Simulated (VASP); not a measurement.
A run of VASP 6.6.1 is set up as follows.

The input INCAR:

```
SYSTEM = TaTi2Si3
ALGO = Normal ; EDIFF = 1E-6
ENCUT = 520 ; GGA = PE
ISIF = 2 ; ISMEAR = 0
ISPIN = 2 ; LASPH = .True.
LCHARG = .True. ; LELF = .True.
LMAXMIX = 4 ; LORBIT = 11
LREAL = .False. ; LVHAR = .True.
LWAVE = .False. ; MAGMOM = 1 1 0 0 0 0
NBANDS = 36 ; NELM = 150
PREC = Accurate ; SIGMA = 0.1
```

File KPOINTS:

```
k-points
0
Gamma
  6 6 4
  0 0 0
```

File POSCAR:

```
TaTi2Si3
1.0
    5.0805117083      0.0000000000      0.0000000000
   -2.5402558541      4.3998522036      0.0000000000
    0.0000000000      0.0000000000      4.1936878160
Ti Ta Si
2 1 3
Direct
    0.3333333333      0.6666666667      0.0000000000
    0.6666666667      0.3333333333      0.0000000000
    0.0000000000      0.0000000000      0.0000000000
    0.5000000000      0.0000000000      0.5000000000
    0.5000000000      0.5000000000      0.5000000000
    0.0000000000      0.5000000000      0.5000000000
```

Potentials or basis: VASP PAW PBE potentials, release 64 (Ti_sv, Ta_pv, Si).

The run is started by

```bash
$ cat potpaw_PBE.64/Ti_sv/POTCAR potpaw_PBE.64/Ta_pv/POTCAR potpaw_PBE.64/Si/POTCAR > POTCAR
$ mpirun -np 1 vasp_std > vasp.out
```

Task: Predict the net moment.

Result: 0.00 μB per cell.

Task: What does it give for the pressure?

Result: 0.0 GPa.

Stress tensor (GPa, compression positive):
```
-0.09  0.00  0.00
 0.00 -0.09  0.00
 0.00  0.00  0.07
```

Caveat: the k points lie up to 0.37 Å⁻¹ apart.
